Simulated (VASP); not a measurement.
A run of VASP 6.6.1 is set up as follows.

The input INCAR:

```
SYSTEM = Al3GaN4
  PREC = Accurate
  ENCUT = 520
  EDIFF = 1E-6
  ISMEAR = 0
  SIGMA = 0.05
  LREAL = .FALSE.
  LASPH = .TRUE.
  NELM = 60
  ALGO = Normal
  ISIF = 2
  LWAVE = .FALSE.
  LCHARG = .FALSE.
  GGA = PS
  NBANDS = 31
```

File KPOINTS:

```
regular mesh
0
G
  6 6 6
  0 0 0
```

POSCAR

```
Al3GaN4
1.0
    4.4069948456      0.0000000000      0.0000000000
    0.0000000000      4.4069948456      0.0000000000
    0.0000000000      0.0000000000      4.4069948456
Al Ga N
3 1 4
Direct
    0.5000000000      0.4878176207      0.0000000000
    0.5000000000     -0.0425459994      0.5000000000
    0.0000000000      0.4878176207      0.5000000000
    0.0000000000      0.0354871841      0.0000000000
    0.7569094110      0.7327687274      0.2430905890
    0.7325060244      0.2433532920      0.7325060244
    0.2430905890      0.7327687274      0.7569094110
    0.2674939756      0.2433532920      0.2674939756
```

Potentials or basis: VASP PAW PBE potentials, release 64 (Al, Ga_d, N).

Run with:

```sh
$ cat potpaw_PBE.64/Al/POTCAR potpaw_PBE.64/Ga_d/POTCAR potpaw_PBE.64/N/POTCAR > POTCAR
$ mpirun -np 1 vasp_std > vasp.out
```

(1) Estimate the pressure.

(2) What does it give for the band gap on the k mesh?

(3) Predict the largest force.

Results:

(1) -0.3 GPa.

(2) 3.03 eV, indirect (least direct gap 3.05 eV).

(3) 2.239 eV/Å.

Caveat: the cell differs from its parent crystal (mode 4 (242.1 1/cm) frozen in, largest displacement +0.188 Å); the PAW data sets were made with another functional, which shifts forces and pressure a little.
